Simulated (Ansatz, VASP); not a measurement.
## One calculation of SiB3W, two programs

```
CELL_PARAMETERS angstrom
3.91044 0.00000 0.00000
-1.95522 3.38654 0.00000
0.00000 0.00000 4.65117
ATOMIC_POSITIONS crystal
Si 0.00000 0.00000 0.00000
B 0.50000 0.00000 0.00000
B 0.00000 0.50000 0.00000
B 0.50000 0.50000 0.00000
W 0.00000 0.00000 0.50000
```

Alike in both runs: task relaxation of cell and atoms; functional PBE; k mesh 12 × 12 × 8; occupations gaussian, width 0.1 eV; no spin polarisation.

|  | VASP | Ansatz |
| --- | --- | --- |
| version | VASP 6.6.1 | Ansatz 0.2.0 |
| potentials or method | VASP PAW PBE potentials, release 64 (Si, B, W_sv), cutoff 600 eV | scalar-relativistic, plane waves, PAW |
| valence electrons in the cell | 27 | 27 |

|  | VASP | Ansatz | Ansatz less VASP |
| --- | --- | --- | --- |
| gap on the k mesh at the Fermi level, each at its own relaxed structure (eV) | none | none | - |
| relaxed volume (Å³/atom) | 12.31 | 12.31 | +0.006 |
| relaxed length of the cell vector where the two differ most in proportion (Å) | 3.917 | 3.918 | +0.0016 |

A gap of «none» marks a metal or a gap that the smearing closes.

Spin-orbit coupling is off throughout.
